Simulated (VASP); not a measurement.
# FePt (P4/mmm) in VASP: a series of runs, part 2 of 2

VASP 6.6.1. Earlier steps stand in the parts before.

## 3. Single point, PBE, collinear spin, ferromagnetic start (13.98 Å³/atom)

This run uses another cell than the first one, of 13.98 Å³/atom.

File INCAR:

```
ALGO     = Normal         # electronic algorithm
EDIFF    = 1E-6           # SCF threshold, eV
ENCUT    = 520            # plane-wave cutoff, eV
GGA      = PE             # functional
ISIF     = 2              # what is computed and relaxed
ISMEAR   = -1             # smearing method
ISPIN    = 2              # spin polarisation
LASPH    = T              # aspherical terms in the spheres
LCHARG   = T              # write CHGCAR
LELF     = T              # ELF
LMAXMIX  = 4              # l up to which the mixer works
LORBIT   = 11             # projections on sites
LREAL    = F              # projectors in reciprocal space
LVHAR    = T            
LWAVE    = F              # write WAVECAR
MAGMOM   = 3 0            # initial moments
NBANDS   = 20             # bands
NELM     = 150            # most SCF steps
PREC     = Accurate       # precision mode
SIGMA    = 0.05           # smearing width, eV
```

File KPOINTS:

```
k-points
0
Gamma
  12 12 9
```

File POSCAR:

```
FePt
1.0
    2.7396787248      0.0000000000      0.0000000000
    0.0000000000      2.7396787248      0.0000000000
    0.0000000000      0.0000000000      3.7245040254
Fe Pt
1 1
Direct
    0.5000000000      0.5000000000      0.5000000000
    0.0000000000      0.0000000000      0.0000000000
```

Potentials or basis: VASP PAW PBE potentials, release 64 (Fe, Pt).

On the command line:

```sh
cat potpaw_PBE.64/Fe/POTCAR potpaw_PBE.64/Pt/POTCAR > POTCAR
mpirun -np 1 vasp_std > vasp.out
```

OUTCAR:

```text
EDIFF = 1E-6
   ENCUT = 520
   GGA = PE
   ISIF = 2
   ISMEAR = -1
   ISPIN = 2
   LASPH = T
   LORBIT = 11
   LREAL = F
   NELM = 150
   PREC = Accurate

 ion  position               nearest neighbor table
   1  0.500  0.500  0.500-   2 2.69   2 2.69   2 2.69   2 2.69   2 2.69   2 2.69   2 2.69   2 2.69

   2  0.000  0.000  0.000-   1 2.69   1 2.69   1 2.69   1 2.69   1 2.69   1 2.69   1 2.69   1 2.69

  LATTYP: Found a simple tetragonal cell.
 ALAT       =     2.7396787248
 C/A-ratio  =     1.3594674411

  Lattice vectors:

 A1 = (   2.7396787248,   0.0000000000,   0.0000000000)
 A2 = (   0.0000000000,   2.7396787248,   0.0000000000)
[... 1317 lines left out ...]

 VOLUME and BASIS-vectors are now :
 -----------------------------------------------------------------------------
  energy-cutoff  :      520.00
  volume of cell :       27.96
      direct lattice vectors                 reciprocal lattice vectors
     2.739678725  0.000000000  0.000000000     0.365006302  0.000000000  0.000000000
     0.000000000  2.739678725  0.000000000     0.000000000  0.365006302  0.000000000
     0.000000000  0.000000000  3.724504025     0.000000000  0.000000000  0.268492125

 POSITION                                       TOTAL-FORCE (eV/Angst)
 -----------------------------------------------------------------------------------
      1.36984      1.36984      1.86225         0.000000      0.000000      0.000000
      0.00000      0.00000      0.00000         0.000000      0.000000      0.000000
 -----------------------------------------------------------------------------------
    total drift:                               -0.000000      0.000000      0.000000

  FREE ENERGIE OF THE ION-ELECTRON SYSTEM (eV)
  ---------------------------------------------------
  free  energy   TOTEN  =       -14.8078837023 eV

  energy  without entropy=      -14.7956244455  energy(sigma->0) =      -14.80175407

 total charge

# of ion       s       p       d       tot
------------------------------------------
    1        0.406   0.442   6.111   6.960
    2        0.708   0.648   8.049   9.405
--------------------------------------------------
tot          1.113   1.091  14.160  16.364

 magnetization (x)

# of ion       s       p       d       tot
------------------------------------------
    1        0.006  -0.007   2.953   2.952
    2       -0.026  -0.066   0.432   0.340
--------------------------------------------------
tot         -0.020  -0.073   3.385   3.292
```

OSZICAR:

```text
N       E                     dE             d eps       ncg     rms          rms(c)
DAV:   1     0.976816335942E+02    0.97682E+02   -0.79713E+03 11472   0.975E+02
DAV:   2    -0.120445551634E+02   -0.10973E+03   -0.96925E+02 11504   0.220E+02
DAV:   3    -0.161766876368E+02   -0.41321E+01   -0.39913E+01 13020   0.486E+01
DAV:   4    -0.162268801679E+02   -0.50193E-01   -0.50153E-01 12520   0.457E+00
DAV:   5    -0.162281954143E+02   -0.13152E-02   -0.13152E-02 13184   0.829E-01    0.164E+01
DAV:   6    -0.175468292141E+02   -0.13186E+01   -0.11332E+01 12504   0.640E+01    0.248E+01
DAV:   7    -0.149282992734E+02    0.26185E+01   -0.77219E+00 14404   0.602E+01    0.858E+00
DAV:   8    -0.148927978817E+02    0.35501E-01   -0.34079E-01 13836   0.759E+00    0.402E+00
DAV:   9    -0.148179888223E+02    0.74809E-01   -0.95440E-02 16344   0.553E+00    0.168E+00
DAV:  10    -0.148091079243E+02    0.88809E-02   -0.29929E-02 16784   0.271E+00    0.670E-01
DAV:  11    -0.148080714600E+02    0.10365E-02   -0.25069E-03 16480   0.745E-01    0.258E-01
DAV:  12    -0.148078815628E+02    0.18990E-03   -0.26254E-04 14396   0.182E-01    0.664E-02
DAV:  13    -0.148078866711E+02   -0.51083E-05   -0.38032E-05 14352   0.996E-02    0.397E-02
DAV:  14    -0.148078835293E+02    0.31418E-05   -0.62732E-06 13588   0.486E-02    0.128E-02
DAV:  15    -0.148078837023E+02   -0.17300E-06   -0.15426E-06  7968   0.256E-02
   1 F= -.14807884E+02 E0= -.14801754E+02  d E =-.122593E-01  mag=     3.3127
```

stdout:

```text
POSCAR found type information on POSCAR FePt
 POSCAR found :  2 types and       2 ions
 scaLAPACK will be used
 LDA part: xc-table for (Slater+PW92), standard interpolation
 POSCAR, INCAR and KPOINTS ok, starting setup
 FFT: planning ... GRIDC
 FFT: planning ... GRID_SOFT
 FFT: planning ... GRID
 WAVECAR not read
 entering main loop
```

It took 93 s on 1 thread of Intel Xeon Platinum 8488C (Sapphire Rapids), shared host; peak memory 0.24 GiB.

Results:

- Free energy: -14.8079 eV
- Pressure: 0.4 GPa
- Net moment: 3.31 μB per cell
- Site moments: Fe +2.95; Pt +0.34 μB
- Valence electrons inside the program's atomic spheres: Fe 6.96; Pt 9.40

Levels at points of the mesh, in eV from the Fermi level:
Spin up:
```csv
k point,band 9,band 10,band 11,band 12,band 13,band 14
"(0.00, 0.00, 0.00)",-0.54,-0.42,-0.42,2.35,9.71,11.53
"(0.50, 0.00, 0.00)",-2.17,-1.61,0.08,1.95,10.43,10.50
"(0.50, 0.50, 0.00)",-0.50,0.50,1.59,1.59,7.41,9.84
```
Spin down:
```csv
k point,band 6,band 7,band 8,band 9,band 10,band 11
"(0.00, 0.00, 0.00)",-0.77,-0.73,0.62,1.67,1.67,1.68
"(0.50, 0.00, 0.00)",-1.35,-1.11,-0.83,0.55,0.71,2.29
"(0.50, 0.50, 0.00)",1.23,1.64,1.71,1.72,1.72,1.75
```

Caveat: spin-orbit coupling is left out, which moves the levels of the heavy elements.

## 4. Single point, PBE, collinear spin, ferromagnetic start (14.53 Å³/atom)

This run uses another cell than the first one, of 14.53 Å³/atom.

File INCAR:

```
  PREC = Accurate
  ENCUT = 520
  EDIFF = 1E-6
  ISMEAR = -1
  SIGMA = 0.05
  LREAL = F
  LASPH = T
  NELM = 150
  ALGO = Normal
  ISIF = 2
  LWAVE = F
  LCHARG = T
  ISPIN = 2
  MAGMOM = 3 0
  LORBIT = 11
  LMAXMIX = 4
  GGA = PE
  LELF = T
  LVHAR = T
  NBANDS = 20
```

File KPOINTS:

```
regular mesh
0
Gamma
  12 12 9
```

File POSCAR:

```
FePt
1.0
    2.7750333174      0.0000000000      0.0000000000
    0.0000000000      2.7750333174      0.0000000000
    0.0000000000      0.0000000000      3.7725674430
Fe Pt
1 1
Direct
    0.5000000000      0.5000000000      0.5000000000
    0.0000000000      0.0000000000      0.0000000000
```

Potentials or basis: VASP PAW PBE potentials, release 64 (Fe, Pt).

On the command line:

```sh
cat potpaw_PBE.64/Fe/POTCAR potpaw_PBE.64/Pt/POTCAR > POTCAR
mpirun -np 1 vasp_std > vasp.out
```

OUTCAR:

```text
PREC = Accurate
   ENCUT = 520
   EDIFF = 1E-6
   ISMEAR = -1
   LREAL = F
   LASPH = T
   NELM = 150
   ISIF = 2
   ISPIN = 2
   LORBIT = 11
   GGA = PE

 ion  position               nearest neighbor table
   1  0.500  0.500  0.500-   2 2.72   2 2.72   2 2.72   2 2.72   2 2.72   2 2.72   2 2.72   2 2.72

   2  0.000  0.000  0.000-   1 2.72   1 2.72   1 2.72   1 2.72   1 2.72   1 2.72   1 2.72   1 2.72

  LATTYP: Found a simple tetragonal cell.
 ALAT       =     2.7750333174
 C/A-ratio  =     1.3594674411

  Lattice vectors:

 A1 = (   2.7750333174,   0.0000000000,   0.0000000000)
 A2 = (   0.0000000000,   2.7750333174,   0.0000000000)
 A3 = (   0.0000000000,   0.0000000000,   3.7725674430)

Analysis of symmetry for initial positions (statically):
=====================================================================
 Subroutine PRICEL returns:
 Original cell was already a primitive cell.

[... 750 lines left out ...]
      1      -1.0404      1.00000
      2       2.6344      1.00000
      3       2.6490      1.00000
      4       5.7873      1.00000
      5       5.7873      1.00000
      6       7.2446      1.00000
[... 541 lines left out ...]
     19      28.3969      0.00000
     20      28.5730      0.00000

 [... further k-points ...]

------------------------ aborting loop because EDIFF is reached ----------------------------------------

  FORCE on cell =-STRESS in cart. coord.  units (eV):
  Direction    XX          YY          ZZ          XY          YZ          ZX
  --------------------------------------------------------------------------------------
  -------------------------------------------------------------------------------------
  Total       -1.3162728     -1.3162728     -1.0678431      0.0000000      0.0000000      0.0000000
  in kB      -72.5910497    -72.5910497    -58.8904168      0.0000000      0.0000000      0.0000000
  external PRESSURE =     -68.0241720 kB  Pullay stress =       0.0000000 kB

 VOLUME and BASIS-vectors are now :
 -----------------------------------------------------------------------------
  energy-cutoff  :      520.00
  volume of cell :       29.05
      direct lattice vectors                 reciprocal lattice vectors
     2.775033317  0.000000000  0.000000000     0.360356034  0.000000000  0.000000000
     0.000000000  2.775033317  0.000000000     0.000000000  0.360356034  0.000000000
     0.000000000  0.000000000  3.772567443     0.000000000  0.000000000  0.265071471

 POSITION                                       TOTAL-FORCE (eV/Angst)
 -----------------------------------------------------------------------------------
      1.38752      1.38752      1.88628         0.000000      0.000000      0.000000
      0.00000      0.00000      0.00000         0.000000      0.000000      0.000000
 -----------------------------------------------------------------------------------
    total drift:                                0.000000      0.000000     -0.000000

  FREE ENERGIE OF THE ION-ELECTRON SYSTEM (eV)
  ---------------------------------------------------
  free  energy   TOTEN  =       -14.7855792004 eV

  energy  without entropy=      -14.7728485424  energy(sigma->0) =      -14.77921387

 total charge

# of ion       s       p       d       tot
------------------------------------------
    1        0.393   0.413   6.079   6.885
    2        0.688   0.604   8.028   9.320
--------------------------------------------------
tot          1.082   1.017  14.107  16.205

 magnetization (x)

# of ion       s       p       d       tot
------------------------------------------
    1        0.007  -0.007   3.015   3.015
    2       -0.026  -0.064   0.432   0.342
--------------------------------------------------
tot         -0.019  -0.071   3.446   3.357
```

OSZICAR:

```text
N       E                     dE             d eps       ncg     rms          rms(c)
DAV:   1     0.965257553402E+02    0.96526E+02   -0.79876E+03 11448   0.964E+02
DAV:   2    -0.121129102929E+02   -0.10864E+03   -0.95687E+02 11576   0.217E+02
DAV:   3    -0.161875486205E+02   -0.40746E+01   -0.39357E+01 13056   0.480E+01
DAV:   4    -0.162372541716E+02   -0.49706E-01   -0.49669E-01 12588   0.453E+00
DAV:   5    -0.162386101532E+02   -0.13560E-02   -0.13559E-02 13464   0.842E-01    0.157E+01
DAV:   6    -0.181168133203E+02   -0.18782E+01   -0.13698E+01 12484   0.674E+01    0.282E+01
DAV:   7    -0.148880539820E+02    0.32288E+01   -0.81271E+00 14388   0.618E+01    0.811E+00
DAV:   8    -0.148685518147E+02    0.19502E-01   -0.35414E-01 13900   0.745E+00    0.388E+00
DAV:   9    -0.147963070780E+02    0.72245E-01   -0.89171E-02 16236   0.533E+00    0.164E+00
DAV:  10    -0.147869811971E+02    0.93259E-02   -0.34302E-02 16704   0.297E+00    0.666E-01
DAV:  11    -0.147858177858E+02    0.11634E-02   -0.32659E-03 16492   0.855E-01    0.263E-01
DAV:  12    -0.147855733532E+02    0.24443E-03   -0.29468E-04 14560   0.186E-01    0.574E-02
DAV:  13    -0.147855805732E+02   -0.72199E-05   -0.33932E-05 13584   0.738E-02    0.373E-02
DAV:  14    -0.147855789216E+02    0.16516E-05   -0.57840E-06 12968   0.452E-02    0.138E-02
DAV:  15    -0.147855792004E+02   -0.27878E-06   -0.11655E-06  7740   0.199E-02
   1 F= -.14785579E+02 E0= -.14779214E+02  d E =-.127307E-01  mag=     3.3709
```

It took 83 s on 1 thread of Intel Xeon Platinum 8488C (Sapphire Rapids), shared host; peak memory 0.25 GiB.

Results:

| Property | Result |
| --- | --- |
| Free energy | -14.7856 eV |
| Pressure | -6.8 GPa |
| Net moment | 3.37 μB per cell |
| Site moments | Fe +3.02; Pt +0.34 μB |
| Valence electrons inside the program's atomic spheres | Fe 6.88; Pt 9.32 |

Caveat: the cell stands under tension; spin-orbit coupling is left out, which moves the levels of the heavy elements.

## 5. Summary

| cell | gap on the mesh (eV) | pressure (GPa) | moment (μB) |
| --- | --- | --- | --- |
| a = 2.722, b = 2.722, c = 3.700 Å, 2 atoms | none | 4.6 | 3.28 |
| a = 2.740, b = 2.740, c = 3.725 Å, 2 atoms | none | 0.4 | 3.31 |
| a = 2.775, b = 2.775, c = 3.773 Å, 2 atoms | none | -6.8 | 3.37 |

Alike in all rows: task single point; level PBE; potentials or basis VASP PAW PBE potentials, release 64 (Fe, Pt); spin collinear, ferromagnetic start; k mesh 12 × 12 × 9; cutoff (eV) 520; smearing fermi-dirac 0.05 eV.

Caveats: spin-orbit coupling is left out, which moves the levels of the heavy elements; the cell stands under pressure (at least some runs); the cell stands under tension (at least some runs).

Absolute energies hang on the potentials; compare differences alone.
